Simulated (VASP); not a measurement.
Set up this calculation in VASP 6.6.1, as the native input.

* Task: single point
* Functional: PBEsol
* Potentials or basis: VASP PAW PBE potentials, release 64 (B, As_d)
* Cutoff: 600 eV
* k mesh: 10 × 10 × 10
* Occupations: gaussian, width 0.01 eV
* Spin: no spin polarisation
* Dipole correction: no
* Second run: valence_matched
* Further INCAR settings: ALGO = Normal; EDIFF = 1e-06; NBANDS = 16

The structure of BAs lies in POSCAR:

```
BAs
1.0
    0.0000000000      2.3783739462      2.3783739462
    2.3783739462      0.0000000000      2.3783739462
    2.3783739462      2.3783739462      0.0000000000
B As
1 1
Direct
    0.0000000000      0.0000000000      0.0000000000
    0.7500000000      0.7500000000      0.7500000000
```

These files were run (other wordings do the same):

INCAR

```
ALGO     = Normal         # electronic algorithm
EDIFF    = 1E-6           # SCF threshold, eV
ENCUT    = 600            # plane-wave cutoff, eV
GGA      = PS             # functional
GGA_COMPAT= False        
ISIF     = 2              # what is computed and relaxed
ISMEAR   = 0              # smearing method
LASPH    = True           # aspherical terms in the spheres
LCHARG   = False          # write CHGCAR
LREAL    = False          # projectors in reciprocal space
LWAVE    = False          # write WAVECAR
NBANDS   = 16             # bands
NELM     = 120            # most SCF steps
PREC     = Accurate       # precision mode
SIGMA    = 0.01           # smearing width, eV
```

KPOINTS

```
k-points
0
Gamma
  10 10 10
```

Potentials or basis: VASP PAW PBE potentials, release 64 (B, As_d).

Launch:

```sh
$ cat potpaw_PBE.64/B/POTCAR potpaw_PBE.64/As_d/POTCAR > POTCAR
$ mpirun -np 1 vasp_std > vasp.out
```

It gave:

* Pressure: 0.8 GPa
* Band gap on the k mesh: 1.07 eV, indirect (least direct gap 3.26 eV)

Caveat: the PAW data sets were made with another functional, which shifts forces and pressure a little.

Wall time 11 s on 1 thread of Intel(R) Xeon(R) 6975P-C (Granite Rapids), with other jobs on the host, peak memory 0.16 GiB.
